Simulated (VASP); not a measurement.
# Ir (P6_3/mmc) in VASP: further runs, part 2 of 2

VASP 6.6.1. The steps go on from the part before.

### 3 Single point, B3LYP

Input file POSCAR:

```
Ir
1.0
    2.7513778946      0.0000000000      0.0000000000
   -1.3756889473      2.3827631521      0.0000000000
    0.0000000000      0.0000000000      4.4622900000
Ir
2
Direct
    0.3333333333      0.6666666667      0.2500000000
    0.6666666667      0.3333333333      0.7500000000
```

Input file INCAR.step1:

```
SYSTEM = Ir
  PREC = Accurate
  ENCUT = 520
  EDIFF = 1E-5
  ISMEAR = -1
  SIGMA = 0.05
  LREAL = .FALSE.
  LASPH = .TRUE.
  NELM = 60
  ALGO = Normal
  ISIF = 2
  LWAVE = .TRUE.
  LCHARG = .FALSE.
  GGA = PE
  NBANDS = 16
```

Input file INCAR.step2:

```
SYSTEM = Ir
  PREC = Accurate
  ENCUT = 520
  EDIFF = 1E-6
  ISMEAR = -1
  SIGMA = 0.05
  LREAL = .FALSE.
  LASPH = .TRUE.
  NELM = 60
  ALGO = Normal
  ISIF = 2
  LWAVE = .FALSE.
  LCHARG = .FALSE.
  GGA = B3
  LHFCALC = .TRUE.
  AEXX = 0.2
  AGGAX = 0.72
  AGGAC = 0.81
  ALDAC = 0.19
  PRECFOCK = Normal
  ISTART = 1
  NBANDS = 16
```

Input file KPOINTS:

```
Automatic mesh
0
G
  6 6 3
  0 0 0
```

Potentials or basis: VASP PAW PBE potentials, release 64 (Ir).

The run is started by

```bash
cat potpaw_PBE.64/Ir/POTCAR > POTCAR
cp INCAR.step1 INCAR
mpirun -np 1 vasp_std > vasp.out
cp INCAR.step2 INCAR
mpirun -np 1 vasp_std > vasp.out
```

OUTCAR:

```text
SYSTEM = Ir
   PREC = Accurate
   ENCUT = 520
   EDIFF = 1E-6
   ISMEAR = -1
   LREAL = .FALSE.
   LASPH = .TRUE.
   NELM = 60
   ISIF = 2
   GGA = B3
   LHFCALC = .TRUE.
   AEXX = 0.2
   PRECFOCK = Normal
   ISTART = 1

 ion  position               nearest neighbor table
   1  0.333  0.667  0.250-   2 2.74   2 2.74   2 2.74   2 2.74   2 2.74   2 2.74
   2  0.667  0.333  0.750-   1 2.74   1 2.74   1 2.74   1 2.74   1 2.74   1 2.74

  LATTYP: Found a hexagonal cell.
 ALAT       =     2.7513778946
 C/A-ratio  =     1.6218382828

  Lattice vectors:

 A1 = (   2.7513778946,   0.0000000000,   0.0000000000)
 A2 = (  -1.3756889473,   2.3827631521,   0.0000000000)
 A3 = (   0.0000000000,   0.0000000000,   4.4622900000)

Analysis of symmetry for initial positions (statically):
=====================================================================
 Subroutine PRICEL returns:
 Original cell was already a primitive cell.

 Routine SETGRP: Setting up the symmetry group for a
 hexagonal supercell.

 Subroutine GETGRP returns: Found 24 space group operations
 (whereof 12 operations were pure point group operations)
 out of a pool of 24 trial point group operations.

The static configuration has the point symmetry D_3d.
 The point group associated with its full space group is D_6h.

Analysis of symmetry for dynamics (positions and initial velocities):
=====================================================================
 Subroutine PRICEL returns:
 Original cell was already a primitive cell.

 Routine SETGRP: Setting up the symmetry group for a
 hexagonal supercell.

 Subroutine GETGRP returns: Found 24 space group operations
 (whereof 12 operations were pure point group operations)
 out of a pool of 24 trial point group operations.

The dynamic configuration has the point symmetry D_3d.
[... 111 lines left out ...]
  Fermi-wavevector in a.u.,A,eV,Ry     =   1.392417  2.631287 26.379323  1.938826
  Thomas-Fermi vector in A             =   2.516162
   LORBIT       =      0    0 simple, 1 ext, 2 COOP (PROOUT), +10 PAW based schemes
   GGA     = B3    functional components
   LHFCALC =     T    Hartree Fock is set to
   PRECFOCK=normal    Normal, Fast or Accurate (Low or Medium for compatibility)
   ENCUT4O =  -1.0   cutoff for four orbital integrals eV
   NKREDX  =     1    reduce k-point grid by
   NKREDY  =     1    reduce k-point grid by
   NKREDZ  =     1    reduce k-point grid by
   AEXX    =    0.2000 exact exchange contribution
   HFSCREEN=    0.0000 screening length (either q_TF or 0.3 A-1)
   HFSCREENC=   0.0000 screening length for correlation (either q_TF or 0.3 A-1)
   ENCUTFOCK=  -1.0 apply spherical cutoff to Coloumb kernel
   IVDW    =     0    specifies the selected vdW correction
   LEPSILON=     F    determine dielectric tensor
   LRPA    =     F    only Hartree local field effects (RPA)
 non-spin polarized calculation
  energy-cutoff  :      520.00
  volume of cell :       29.25
 maximum number of plane-waves:       801
  NGX = 16; NGY = 16; NGZ = 28

 number of electron      18.0000000 magnetization

 Free energy of the ion-electron system (eV)
  ---------------------------------------------------
  ext. energy  EPLUGINS =         0.00000000
  ---------------------------------------------------
  free energy    TOTEN  =       -18.41307853 eV

  energy without entropy =      -18.40162144  energy(sigma->0) =      -18.40734998

 E-fermi :   9.9351     XC(G=0): -10.9126

 val. band max:        9.3528492591   @ k =   0.3333  -0.0000   0.3333
 cond. band min:      10.0020174279   @ k =   0.3333   0.1667   0.3333
 fundamental gap:      0.6491681687
 Fermi energy:         9.9350768404

 k-point     1 :       0.0000    0.0000    0.0000
  band No.  band energies     occupation
      1      -1.8769      2.00000
      2       1.1534      2.00000
      3       5.3029      2.00000
      4       5.4902      2.00000
      5       5.4902      2.00000
      6       6.1695      2.00000
[... 243 lines left out ...]
      3       3.2831      2.00000
      4       4.3801      2.00000
      5       5.3338      2.00000
      6       5.3338      2.00000
[... 8 lines left out ...]
     15      20.5633      0.00000
     16      22.3276      0.00000

------------------------ aborting loop because EDIFF is reached ----------------------------------------

  FORCE on cell =-STRESS in cart. coord.  units (eV):
  Direction    XX          YY          ZZ          XY          YZ          ZX
  --------------------------------------------------------------------------------------
  -------------------------------------------------------------------------------------
  Total        1.9045023      1.9045023     -0.7765712      0.0000000      0.0000000      0.0000000
  in kB      104.3045296    104.3045296    -42.5307391      0.0000000      0.0000000      0.0000000
  external PRESSURE =      55.3594400 kB  Pullay stress =       0.0000000 kB

 VOLUME and BASIS-vectors are now :
 -----------------------------------------------------------------------------
  energy-cutoff  :      520.00
  volume of cell :       29.25
      direct lattice vectors                 reciprocal lattice vectors
     2.751377895  0.000000000  0.000000000     0.363454254  0.209840411  0.000000000
    -1.375688947  2.382763152  0.000000000     0.000000000  0.419680823  0.000000000
     0.000000000  0.000000000  4.462290000     0.000000000  0.000000000  0.224100182

 POSITION                                       TOTAL-FORCE (eV/Angst)
 -----------------------------------------------------------------------------------
     -0.00000      1.58851      1.11557        -0.000000     -0.000000      0.000000
      1.37569      0.79425      3.34672         0.000000      0.000000      0.000000
 -----------------------------------------------------------------------------------
    total drift:                               -0.000000     -0.000000     -0.000000

  FREE ENERGIE OF THE ION-ELECTRON SYSTEM (eV)
  ---------------------------------------------------
  free  energy   TOTEN  =       -18.4130785288 eV

  energy  without entropy=      -18.4016214395  energy(sigma->0) =      -18.40734998
```

OUTCAR.step1:

```text
SYSTEM = Ir
   PREC = Accurate
   ENCUT = 520
   EDIFF = 1E-5
   ISMEAR = -1
   LREAL = .FALSE.
[... 477 lines left out ...]
     -0.00000      1.58851      1.11557        -0.000000      0.000000      0.000000
      1.37569      0.79425      3.34672         0.000000     -0.000000      0.000000
 -----------------------------------------------------------------------------------
    total drift:                                0.000000     -0.000000     -0.000000

  FREE ENERGIE OF THE ION-ELECTRON SYSTEM (eV)
  ---------------------------------------------------
  free  energy   TOTEN  =       -17.5484574314 eV

  energy  without entropy=      -17.5235305818  energy(sigma->0) =      -17.53599401
```

OSZICAR.step1:

```text
N       E                     dE             d eps       ncg     rms          rms(c)
DAV:   1     0.142283683427E+03    0.14228E+03   -0.84140E+03   448   0.113E+03
DAV:   2    -0.149260646936E+02   -0.15721E+03   -0.13980E+03   448   0.303E+02
DAV:   3    -0.186486415481E+02   -0.37226E+01   -0.36690E+01   576   0.563E+01
DAV:   4    -0.186887359049E+02   -0.40094E-01   -0.40089E-01   528   0.495E+00
DAV:   5    -0.186899202589E+02   -0.11844E-02   -0.11843E-02   632   0.880E-01    0.200E+01
DAV:   6    -0.177071074219E+02    0.98281E+00   -0.12686E+00   512   0.145E+01    0.813E+00
DAV:   7    -0.175608820449E+02    0.14623E+00   -0.34720E-01   576   0.709E+00    0.237E+00
DAV:   8    -0.175575016204E+02    0.33804E-02   -0.42550E-03   512   0.554E-01    0.199E+00
DAV:   9    -0.175484838132E+02    0.90178E-02   -0.10004E-02   536   0.124E+00    0.590E-02
DAV:  10    -0.175484578061E+02    0.26007E-04   -0.10628E-04   640   0.106E-01    0.397E-02
DAV:  11    -0.175484574314E+02    0.37469E-06   -0.18219E-05   416   0.518E-02
   1 F= -.17548457E+02 E0= -.17535994E+02  d E =-.249268E-01
```

Wall time 16 min (1 thread of Intel Xeon Platinum 8488C (Sapphire Rapids), shared host); peak memory 0.17 GiB.

Results:

| Property | Result |
| --- | --- |
| Free energy | -18.4131 eV |
| Pressure | 5.5 GPa |
| Band gap on the k mesh | zero (bands 9 and 10 overlap by 4.24 eV) |

Caveat: the k points lie up to 0.47 Å⁻¹ apart, too coarse for converged energies and pressures of a metal; the PAW data sets were made with another functional, which shifts forces and pressure a little; spin-orbit coupling is left out, which moves the levels of the heavy elements.

The gap in the log of VASP goes by the Fermi energy; the results here count the filled bands.